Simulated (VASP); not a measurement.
# MgO (P1) in VASP: a series of runs

MgO is run at these levels: PBEsol; tasks: single point.

All numbers are computed with VASP 6.6.1; they aren't measurements. Logs are shortened: lines on timing, memory, paths and dates and some standing lists are left out, and cuts for length are marked.

**1. The cell of the first run**

The typed cell holds 12 atoms: a = 2.981 Å, b = 2.981 Å, c = 14.614 Å, α = 87.66°, β = 88.83°, γ = 60.00°.

**2. Single point, PBEsol**

Input file INCAR:

```
PREC = Accurate
ENCUT = 520
EDIFF = 1E-6
ISMEAR = 0
SIGMA = 0.05
LREAL = False
LASPH = True
NELM = 60
ALGO = Normal
ISIF = 2
LWAVE = False
LCHARG = False
GGA = PS
NBANDS = 36
```

Input file KPOINTS:

```
Automatic mesh
0
Gamma
  9 9 2
```

Input file POSCAR:

```
MgO
1.0
    2.1075959645     -2.1075959645      0.0000000000
    2.1075959645      0.0000000000     -2.1075959645
    8.8519030509      8.4303838580      8.0088646651
Mg O
6 6
Direct
    1.0000000000     -0.0750000000      0.3750000000
    0.3333333333      0.2916666667      0.2083333333
    0.6666666667      0.5583333333      0.5416666667
    1.0000000000      0.8250000000      0.8750000000
    0.3333333333      0.1916666667      0.7083333333
    0.6666666667      0.6583333333      0.0416666667
    0.6666666667      0.6083333333      0.2916666667
    0.0000000000     -0.0250000000      0.1250000000
    0.3333333333      0.2416666667      0.4583333333
    0.6666666667      0.5083333333      0.7916666667
    1.0000000000      0.8750000000      0.6250000000
    0.3333333333      0.1416666667      0.9583333333
```

Potentials or basis: VASP PAW PBE potentials, release 64 (Mg, O).

On the command line:

```console
$ cat potpaw_PBE.64/Mg/POTCAR potpaw_PBE.64/O/POTCAR > POTCAR
$ mpirun -np 1 vasp_std > vasp.out
```

OUTCAR:

```text
PREC = Accurate
   ENCUT = 520
   EDIFF = 1E-6
   ISMEAR = 0
   LREAL = False
   LASPH = True
   NELM = 60
   ISIF = 2
   GGA = PS

 ion  position               nearest neighbor table
   1  0.000  0.925  0.375-   9 2.11   7 2.11   7 2.11   9 2.11   7 2.11   9 2.11   2 2.98   3 2.98
                             3 2.98   2 2.98   2 2.98   3 2.98
   2  0.333  0.292  0.208-   8 2.11   8 2.11   8 2.11   7 2.11   7 2.11   7 2.11   6 2.98   6 2.98
                             6 2.98   1 2.98   1 2.98   1 2.98
   3  0.667  0.558  0.542-  11 2.11  11 2.11  11 2.11   9 2.11   9 2.11   9 2.11   5 2.98   5 2.98
                             5 2.98   1 2.98   1 2.98   1 2.98
   4  0.000  0.825  0.875-  10 2.11  12 2.11  12 2.11  10 2.11  10 2.11  12 2.11   6 2.73   5 2.98
                             5 2.98   5 2.98   6 3.04   6 3.32
   5  0.333  0.192  0.708-  11 2.11  11 2.11  11 2.11  10 2.11  10 2.11  10 2.11   3 2.98   3 2.98
                             3 2.98   4 2.98   4 2.98   4 2.98
   6  0.667  0.658  0.042-  12 1.74   8 2.11   8 2.11   8 2.11  12 2.19  12 2.56   4 2.73   2 2.98
                             2 2.98   2 2.98   4 3.04   4 3.32
   7  0.667  0.608  0.292-   1 2.11   1 2.11   1 2.11   2 2.11   2 2.11   2 2.11
   8  0.000  0.975  0.125-   6 2.11   2 2.11   6 2.11   2 2.11   6 2.11   2 2.11
   9  0.333  0.242  0.458-   1 2.11   1 2.11   1 2.11   3 2.11   3 2.11   3 2.11
  10  0.667  0.508  0.792-   4 2.11   4 2.11   4 2.11   5 2.11   5 2.11   5 2.11
  11  0.000  0.875  0.625-   3 2.11   5 2.11   5 2.11   3 2.11   3 2.11   5 2.11
  12  0.333  0.142  0.958-   6 1.74   4 2.11   4 2.11   4 2.11   6 2.19   6 2.56

  LATTYP: Found a base centered monoclinic cell.
 ALAT       =     2.9805907970
 B/A-ratio  =     1.7320508076
 C/A-ratio  =     4.9030602689
 COS(beta)  =    -0.0407908508

  Lattice vectors:

 A1 = (  -2.1075959645,   2.1075959645,   0.0000000000)
 A2 = (   0.0000000000,  -2.1075959645,   2.1075959645)
 A3 = (   8.8519030509,   8.4303838580,   8.0088646651)

Analysis of symmetry for initial positions (statically):
=====================================================================
 Subroutine PRICEL returns:
 Original cell was already a primitive cell.

 Routine SETGRP: Setting up the symmetry group for a
 base centered monoclinic supercell.

 Subroutine GETGRP returns: Found  1 space group operations
 (whereof  1 operations were pure point group operations)
 out of a pool of  4 trial point group operations.

The static configuration has the point symmetry C_1 .

Analysis of symmetry for dynamics (positions and initial velocities):
=====================================================================
 Subroutine PRICEL returns:
 Original cell was already a primitive cell.

 Routine SETGRP: Setting up the symmetry group for a
 base centered monoclinic supercell.

 Subroutine GETGRP returns: Found  1 space group operations
 (whereof  1 operations were pure point group operations)
 out of a pool of  4 trial point group operations.

The dynamic configuration has the point symmetry C_1 .

 Subroutine INISYM returns: Found  1 space group operations
 (whereof  1 operations are pure point group operations),
 and found     1 'primitive' translations

----------------------------------------------------------------------------------------

                                     Primitive cell

  volume of cell :     112.3423

  direct lattice vectors                    reciprocal lattice vectors
     2.107595965 -2.107595965  0.000000000     0.158158081 -0.316316162  0.158158081
     2.107595965  0.000000000 -2.107595965     0.150250177  0.150250177 -0.324224066
     8.851903051  8.430383858  8.008864665     0.039539520  0.039539520  0.039539520

  length of vectors
     2.980590797  2.980590797 14.614016314     0.387406597  0.387648651  0.068484458

  position of ions in fractional coordinates (direct lattice)
     0.000000000  0.925000000  0.375000000
     0.333333333  0.291666667  0.208333333
     0.666666667  0.558333333  0.541666667
     0.000000000  0.825000000  0.875000000
     0.333333333  0.191666667  0.708333333
     0.666666667  0.658333333  0.041666667
     0.666666667  0.608333333  0.291666667
     0.000000000  0.975000000  0.125000000
     0.333333333  0.241666667  0.458333333
     0.666666667  0.508333333  0.791666667
     0.000000000  0.875000000  0.625000000
     0.333333333  0.141666667  0.958333333

[... 27 lines left out ...]
     0.016694464  0.016694464 -0.036024896     0.000000000  0.111111111  0.000000000
     0.019769760  0.019769760  0.019769760     0.000000000  0.000000000  0.500000000

  Length of vectors
     0.043045177  0.043072072  0.034242229

  Shift w.r.t. Gamma in fractional coordinates (k-lattice)
     0.000000000  0.000000000  0.000000000

 Subroutine IBZKPT returns following result:
 ===========================================

 Found     82 irreducible k-points:

 Following reciprocal coordinates:
            Coordinates               Weight
  0.000000  0.000000  0.000000      1.000000
  0.111111  0.000000 -0.000000      2.000000
  0.222222  0.000000  0.000000      2.000000
  0.333333  0.000000 -0.000000      2.000000
  0.444444  0.000000  0.000000      2.000000
  0.000000  0.111111  0.000000      2.000000
[... 16 lines left out ...]
  0.333333 -0.222222  0.000000      2.000000
  0.000000  0.333333  0.000000      2.000000
 [... further k-points ...]
   k-points           NKPTS =     82   k-points in BZ     NKDIM =     82   number of bands    NBANDS=     36
   number of dos      NEDOS =    301   number of ions     NIONS =     12
   total plane-waves  NPLWV =  64512
   dimension x,y,z NGX =    24 NGY =   24 NGZ =  112
   dimension x,y,z NGXF=    48 NGYF=   48 NGZF=  224
   ions per type =               6   6
   NGX,Y,Z   is equivalent  to a cutoff of  13.39, 13.39, 12.74 a.u.
   NGXF,Y,Z  is equivalent  to a cutoff of  26.77, 26.77, 25.48 a.u.
 SYSTEM =  unknown system
   PREC   = accura    normal or accurate (medium, high low for compatibility)
   ISTART =      0    job   : 0-new  1-cont  2-samecut
   ICHARG =      2    charge: 1-file 2-atom 10-const
   ISPIN  =      1    spin polarized calculation?
   LNONCOLLINEAR =      F non collinear calculations
   LSORBIT =      F    spin-orbit coupling
   LASPH  =      T    aspherical Exc in radial PAW
   ENCUT  =  520.0 eV  38.22 Ry    6.18 a.u.   5.54  5.54 27.17*2*pi/ulx,y,z
   NELM   =     60;   NELMIN=  2; NELMDL= -5     # of ELM steps
   EDIFF  = 0.1E-05   stopping-criterion for ELM
   LREAL  =      F    real-space projection
   EDIFFG = 0.1E-04   stopping-criterion for IOM
   NSW    =      0    number of steps for IOM
   IBRION =     -1    ionic relax: 0-MD 1-quasi-New 2-CG
   NFREE  =      0    steps in history (QN), initial steepest desc. (CG)
   ISIF   =      2    stress and relaxation
   ISYM   =      2    0-nonsym 1-usesym 2-fastsym
   POTIM  = 0.5000    time-step for ionic-motion
   TEBEG  =    0.0;   TEEND  =   0.0 temperature during run
   PSTRESS=    0.0 pullay stress
   NELECT =      48.0000    total number of electrons
   NUPDOWN=      -1.0000    fix difference up-down
   EMIN   =  10.00;   EMAX   =-10.00  energy-range for DOS
   EFERMI =   0.00;   METHOD = LEGACY
   ISMEAR =     0;   SIGMA  =   0.05  broadening in eV -4-tet -1-fermi 0-gaus
   EFERMI_NEDOS =   21; number of points for ismear=-14 and -15
   IALGO  =     38    algorithm
   IMIX   =      4    mixing-type and parameters
     AMIX     =   0.40;   BMIX     =  1.00
     AMIX_MAG =   1.60;   BMIX_MAG =  1.00
  volume/ion in A,a.u.               =       9.36        63.18
  Fermi-wavevector in a.u.,A,eV,Ry     =   1.233031  2.330091 20.685841  1.520366
  Thomas-Fermi vector in A             =   2.367778
   LORBIT       =      0    0 simple, 1 ext, 2 COOP (PROOUT), +10 PAW based schemes
   GGA     = PS    functional components
   LHFCALC =     F    Hartree Fock is set to
   AEXX    =    0.0000 exact exchange contribution
   IVDW    =     0    specifies the selected vdW correction
   LEPSILON=     F    determine dielectric tensor
   LRPA    =     F    only Hartree local field effects (RPA)
 non-spin polarized calculation
 Gauss-broadening in eV      SIGMA  =   0.05
  energy-cutoff  :      520.00
  volume of cell :      112.34
 maximum number of plane-waves:      3081
 NGX is ok and might be reduce to    24
   NGX = 11   NGY = 11   NGZ = 55

 number of electron      48.0000001 magnetization

 Free energy of the ion-electron system (eV)
  ---------------------------------------------------
  ext. energy  EPLUGINS =         0.00000000
  ---------------------------------------------------
  free energy    TOTEN  =       -74.35293739 eV

  energy without entropy =      -74.35293739  energy(sigma->0) =      -74.35293739

 E-fermi :   3.4094     XC(G=0): -11.2889

 val. band max:        3.1655022744   @ k =   0.0000   0.0000   0.0000
 cond. band min:       7.5801398789   @ k =   0.0000   0.0000   0.0000
 fundamental gap:      4.4146376045
 Fermi energy:         3.4094201364

 k-point     1 :       0.0000    0.0000    0.0000
  band No.  band energies     occupation
      1     -14.1631      2.00000
      2     -13.8800      2.00000
      3     -13.8493      2.00000
      4     -13.2240      2.00000
      5     -13.2101      2.00000
      6     -12.8373      2.00000
[... 925 lines left out ...]
     35      15.0326      0.00000
     36      15.1898      0.00000

 [... further k-points ...]

------------------------ aborting loop because EDIFF is reached ----------------------------------------

  FORCE on cell =-STRESS in cart. coord.  units (eV):
  Direction    XX          YY          ZZ          XY          YZ          ZX
  --------------------------------------------------------------------------------------
  -------------------------------------------------------------------------------------
  Total       -0.6262304      0.0137322      5.9357137     -0.9285220      1.8368342      1.6319566
  in kB       -8.9310276      0.1958429     84.6525812    -13.2421798     26.1961344     23.2742598
  external PRESSURE =      25.3057988 kB  Pullay stress =       0.0000000 kB

 VOLUME and BASIS-vectors are now :
 -----------------------------------------------------------------------------
  energy-cutoff  :      520.00
  volume of cell :      112.34
      direct lattice vectors                 reciprocal lattice vectors
     2.107595965 -2.107595965  0.000000000     0.158158081 -0.316316162  0.158158081
     2.107595965  0.000000000 -2.107595965     0.150250177  0.150250177 -0.324224066
     8.851903051  8.430383858  8.008864665     0.039539520  0.039539520  0.039539520

 POSITION                                       TOTAL-FORCE (eV/Angst)
 -----------------------------------------------------------------------------------
      5.26899      3.16139      1.05380         0.015029      0.015087      0.015105
      3.16139      1.05380      1.05380         0.026419      0.031323      0.036283
      7.37659      3.16139      3.16139         0.015656      0.015700      0.015774
      9.48418      7.37659      5.26899         0.058842     -0.176795     -0.161755
      7.37659      5.26899      5.26899         0.015407      0.015505      0.015385
      3.16139     -1.05380     -1.05380         0.650041      0.073849      3.979824
      5.26899      1.05380      1.05380        -0.022491     -0.013338     -0.010016
      3.16139      1.05380     -1.05380        -0.173697      0.156462      0.196555
      5.26899      3.16139      3.16139        -0.015718     -0.015415     -0.015327
      9.48418      5.26899      5.26899        -0.002179     -0.013385     -0.024630
      7.37659      5.26899      3.16139        -0.015311     -0.015641     -0.016017
      9.48418      7.37659      7.37659        -0.551998     -0.073352     -4.031179
 -----------------------------------------------------------------------------------
    total drift:                                0.000127     -0.000003     -0.000518

  FREE ENERGIE OF THE ION-ELECTRON SYSTEM (eV)
  ---------------------------------------------------
  free  energy   TOTEN  =       -74.3529373894 eV

  energy  without entropy=      -74.3529373894  energy(sigma->0) =      -74.35293739
```

Run time: 6.7 min. Hardware: 1 thread of Oxide Virtual Turin-like, shared host; peak memory 0.36 GiB.

Results:

* Free energy: -74.3529 eV
* Pressure: 2.5 GPa
* Largest force: 4.069 eV/Å
* Band gap on the k mesh: 4.41 eV

Forces in eV/Å, atoms in the order of the input:
```
Mg   0.015  0.015  0.015
Mg   0.026  0.031  0.036
Mg   0.016  0.016  0.016
Mg   0.059 -0.177 -0.162
Mg   0.015  0.016  0.015
Mg   0.650  0.074  3.980
O   -0.022 -0.013 -0.010
O   -0.174  0.156  0.197
O   -0.016 -0.015 -0.015
O   -0.002 -0.013 -0.025
O   -0.015 -0.016 -0.016
O   -0.552 -0.073 -4.031
```

Levels at points of the mesh, in eV from the valence-band top:
```csv
k point,band 22,band 23,band 24,band 25,band 26,band 27
"(0.00, 0.00, 0.00)",-0.15,-0.11,0.00,4.41,5.74,5.94
"(0.00, 0.00, 0.50)",-0.16,-0.15,-0.03,4.77,4.98,6.68
```

Caveat: the stress differs along the axes, from -1 to 8 GPa; the PAW data sets were made with another functional, which shifts forces and pressure a little. A k mesh can miss the band edges.

**3. Single point, PBEsol**

Input file INCAR:

```
SYSTEM = MgO
  PREC = Accurate
  ENCUT = 520
  EDIFF = 1E-6
  ISMEAR = 0
  SIGMA = 0.05
  LREAL = .FALSE.
  LASPH = .TRUE.
  NELM = 60
  ALGO = Normal
  ISIF = 2
  LWAVE = .FALSE.
  LCHARG = .FALSE.
  GGA = PS
  NBANDS = 36
```

Input file KPOINTS:

```
Automatic mesh
0
G
  9 9 2
  0 0 0
```

Input file POSCAR:

```
MgO
1.0
    2.1075959645     -2.1075959645      0.0000000000
    2.1075959645      0.0000000000     -2.1075959645
    9.2734222438      8.4303838580      7.5873454722
Mg O
6 6
Direct
    1.0000000000     -0.1500000000      0.3750000000
    0.3333333333      0.2500000000      0.2083333333
    0.6666666667      0.4500000000      0.5416666667
    1.0000000000      0.6500000000      0.8750000000
    0.3333333333      0.0500000000      0.7083333333
    0.6666666667      0.6500000000      0.0416666667
    0.6666666667      0.5500000000      0.2916666667
    0.0000000000     -0.0500000000      0.1250000000
    0.3333333333      0.1500000000      0.4583333333
    0.6666666667      0.3500000000      0.7916666667
    1.0000000000      0.7500000000      0.6250000000
    0.3333333333     -0.0500000000      0.9583333333
```

Potentials or basis: VASP PAW PBE potentials, release 64 (Mg, O).

On the command line:

```console
$ cat potpaw_PBE.64/Mg/POTCAR potpaw_PBE.64/O/POTCAR > POTCAR
$ mpirun -np 1 vasp_std > vasp.out
```

Run time: 5.4 min. Hardware: 1 thread of Oxide Virtual Turin-like, shared host; peak memory 0.37 GiB.

Results (log left out):

```
Free energy            : -72.2601 eV
Pressure               : 9.9 GPa
Largest force          : 14.004 eV/Å
Band gap on the k mesh : 4.17 eV
```

Forces on the atoms (eV/Å):
```
Mg    0.048   0.048   0.048
Mg    0.090   0.094   0.096
Mg    0.049   0.049   0.049
Mg   -0.095  -0.487  -0.249
Mg    0.049   0.049   0.048
Mg    7.616   0.320  11.748
O    -0.055  -0.042  -0.047
O    -0.096   0.440   0.168
O    -0.050  -0.049  -0.049
O    -0.041  -0.030  -0.057
O    -0.049  -0.049  -0.050
O    -7.464  -0.343 -11.706
```

Stress tensor (GPa, compression positive):
```
 8.11  0.38 14.00
 0.38  1.61  3.11
14.00  3.11 20.12
```

Levels at points of the mesh, in eV from the valence-band top:
| k point | band 22 | band 23 | band 24 | band 25 | band 26 | band 27 |
| --- | --- | --- | --- | --- | --- | --- |
| (0.00, 0.00, 0.00) | -0.10 | -0.07 | 0.00 | 4.17 | 5.46 | 5.95 |
| (0.00, 0.00, 0.50) | -0.21 | -0.08 | -0.04 | 4.37 | 5.00 | 6.46 |

Caveat: the stress differs along the axes, from 2 to 20 GPa; the PAW data sets were made with another functional, which shifts forces and pressure a little.

[end of part 1 of 2]
